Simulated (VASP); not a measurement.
Ir, 1 atom in the cell. The structure is cubic, space group Pm-3m (No. 221). Conventional cell: a = 2.606 Å, b = 2.606 Å, c = 2.606 Å, α = 90.00°, β = 90.00°, γ = 90.00°. Within 3.4 Å of Ir (site symmetry m-3m) lie 6 Ir at 2.61 Å.  This cell differs from its parent crystal: volume scaled by 1.04.

- Program: VASP 6.6.1
- Task: single point
- Functional: PBE
- Potentials or basis: VASP PAW PBE potentials, release 64 (Ir)
- Cutoff: 520 eV
- k mesh: 20 × 20 × 20
- Occupations: fermi-dirac, width 0.05 eV
- Spin: collinear spin, ferromagnetic start
- Starting moments: [1.0] μB
- Dipole correction: no
- Further INCAR settings: ALGO = Normal; EDIFF = 1e-06; NBANDS = 14

Potentials or basis: VASP PAW PBE potentials, release 64 (Ir).

Command:

```sh
$ cat potpaw_PBE.64/Ir/POTCAR > POTCAR
$ mpirun -np 1 vasp_std > vasp.out
```

Hardware: 1 thread of AMD EPYC 9R14 (Zen 4) (shared host).

Estimate the wall time of this run.

Wall time 88 s on 1 thread of AMD EPYC 9R14 (Zen 4) (shared host), peak memory 0.18 GiB. Counts: scf iterations 13, k points 286.
